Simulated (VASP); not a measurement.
GaAs: single point with PBEsol

The system is GaAs.

```xyz
2
Lattice="0.0000 2.8289 2.8289 2.8289 0.0000 2.8289 2.8289 2.8289 0.0000" Properties=species:S:1:pos:R:3 pbc="T T T"
Ga    0.0000    0.0000    0.0000
As    1.4145    1.4145    1.4145
```

| Quantity | Value |
| --- | --- |
| Program | VASP 6.6.1 |
| Task | single point |
| Functional | PBEsol |
| Potentials or basis | VASP PAW PBE potentials, release 64 (Ga_d, As) |
| Cutoff | 520 eV |
| k mesh | 10 × 10 × 10 |
| Occupations | gaussian, width 0.05 eV |
| Spin | no spin polarisation |
| Dipole correction | no |
| Further INCAR settings | ALGO = Normal; EDIFF = 1e-06; NBANDS = 16 |

- Pressure: 0.2 GPa
- Band gap on the k mesh: 0.44 eV

Levels at points of the mesh, in eV from the valence-band top:
```csv
k point,band 6,band 7,band 8,band 9,band 10,band 11,band 12,band 13
"(0.00, 0.00, 0.00)",-12.74,0.00,0.00,0.00,0.44,3.69,3.69,3.69
"(0.50, 0.00, 0.00)",-10.96,-6.67,-1.15,-1.15,0.92,4.58,4.58,7.58
"(0.50, 0.50, 0.00)",-10.22,-6.84,-2.69,-2.69,1.35,1.57,10.11,10.11
```

Wall time 28 s on 1 thread of Intel Xeon 8259CL, on a shared host, peak memory 0.19 GiB.

Caveat: the PAW data sets were made with another functional, which shifts forces and pressure a little. A k mesh can miss the band edges.
